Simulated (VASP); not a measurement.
A run of VASP 6.6.1:

The input INCAR:

```
SYSTEM = SrHfO
ALGO = Normal ; EDIFF = 1E-6
ENCUT = 520 ; GGA = PE
ISIF = 2 ; ISMEAR = 0
LASPH = .TRUE. ; LCHARG = .FALSE.
LREAL = .FALSE. ; LWAVE = .FALSE.
NBANDS = 35 ; NELM = 100
PREC = Accurate ; SIGMA = 0.1
```

File KPOINTS:

```
k-points
0
G
  4 4 4
  0 0 0
```

Contents of POSCAR:

```
SrHfO
1.0
    4.1690788500      0.0000000000      0.0000000000
    0.0000000000      4.1690788500      0.0000000000
    0.0000000000      0.0000000000      5.9410813600
Sr Hf O
2 2 2
Direct
    0.0000000000      0.5000000000      0.7134095400
    0.5000000000      0.0000000000      0.2865904600
    0.0000000000      0.0000000000      0.5000000000
    0.5000000000      0.5000000000      0.5000000000
    0.0000000000      0.0000000000      0.0000000000
    0.5000000000      0.5000000000      0.0000000000
```

Potentials or basis: VASP PAW PBE potentials, release 64 (Sr_sv, Hf_pv, O).

Command:

```console
$ cat potpaw_PBE.64/Sr_sv/POTCAR potpaw_PBE.64/Hf_pv/POTCAR potpaw_PBE.64/O/POTCAR > POTCAR
$ mpirun -np 1 vasp_std > vasp.out
```

Hardware: 1 thread of Intel(R) Xeon(R) Platinum 8488C (Sapphire Rapids) (shared host).

Problem. How long does it take, and how much memory?

Solution. Wall time 78 s on 1 thread of Intel(R) Xeon(R) Platinum 8488C (Sapphire Rapids), on a shared host, peak memory 0.24 GiB. Counts: scf iterations 22, k points 18.
